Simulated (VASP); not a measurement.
Set up this calculation in VASP 6.6.1, as the native input.

```
Task                   : relaxation of cell and atoms
Functional             : PBE
Potentials or basis    : VASP PAW PBE potentials, release 64 (Sn_d, P)
Cutoff                 : 600 eV
k mesh                 : 8 × 8 × 8
Occupations            : gaussian, width 0.1 eV
Spin                   : no spin polarisation
Dipole correction      : no
Further INCAR settings : ALGO = Normal; EDIFF = 1e-06; IBRION = 2; EDIFFG = -0.01; NSW = 100; ISIF = 3
```

The structure of Sn4P lies in POSCAR:

```
Sn4P
1.0
    5.2112737017      0.0000000000      0.0000000000
    0.0000000000      5.2112737017      0.0000000000
    0.0000000000      0.0000000000      5.2112737017
Sn P
4 1
Direct
    0.0000000000      0.5000000000      0.5000000000
    0.5000000000      0.5000000000      0.0000000000
    0.5000000000      0.0000000000      0.5000000000
    0.0000000000      0.0000000000      0.0000000000
    0.5000000000      0.5000000000      0.5000000000
```

The input as run:

INCAR

```
SYSTEM = Sn4P
ALGO = Normal
EDIFF = 1E-6
EDIFFG = -0.01
ENCUT = 600
GGA = PE
IBRION = 2
ISIF = 3
ISMEAR = 0
LASPH = .True.
LCHARG = .False.
LREAL = .False.
LWAVE = .False.
NELM = 60
NSW = 100
PREC = Accurate
SIGMA = 0.1
```

KPOINTS

```
k-points
0
Gamma
  8 8 8
  0 0 0
```

Potentials or basis: VASP PAW PBE potentials, release 64 (Sn_d, P).

The run is started by

```sh
$ cat potpaw_PBE.64/Sn_d/POTCAR potpaw_PBE.64/P/POTCAR > POTCAR
$ mpirun -np 1 vasp_std > vasp.out
```

It gave:

```
Relaxed volume                         : 29.48 Å³/atom
Relaxed cell                           : a = 5.283 Å, b = 5.283 Å, c = 5.283 Å, α = 90.00°, β = 90.00°, γ = 90.00°
Space group after relaxing (to 0.05 Å) : Pm-3m (No. 221)
Energy gained by relaxing              : 6.3 meV/atom
Ionic steps                            : 3
Pressure after relaxing                : 0.0 GPa
```

It took 3.4 min on 1 thread of AMD EPYC 9R45 96-Core Processor (Zen 5), with other jobs on the host, peak memory 0.35 GiB.
